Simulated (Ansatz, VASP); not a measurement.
One calculation of C, two programs

```
C
1.0
     2.37600    0.00000    0.00000
    -1.18800    2.05768    0.00000
     0.00000    0.00000   26.00242
C
2
Cartesian
  1.1880 0.6859 13.2867
  0.0000 1.3718 12.7157
```

Alike in both runs: task single point; functional PBE; dispersion D3(BJ); k mesh 21 × 21 × 1; occupations gaussian, width 0.1 eV; no spin polarisation.

```csv
,VASP,Ansatz
version,VASP 6.6.1,Ansatz 0.2.0
potentials or method,"VASP PAW PBE potentials, release 64 (C), cutoff 520 eV","scalar-relativistic, plane waves, PAW"
valence electrons in the cell,8,8
```

VASP gave:

* gap on the k mesh at the Fermi level (eV): none
* rms of the force components (eV/Å): 5.744

**Question.** Which values does Ansatz return?

**Answer.** gap on the k mesh at the Fermi level (eV): none; rms of the force components (eV/Å): 5.772.

Atom by atom the forces differ by 0.028 eV/Å (rms over components). A gap of «none» marks a metal or a gap that the smearing closes.
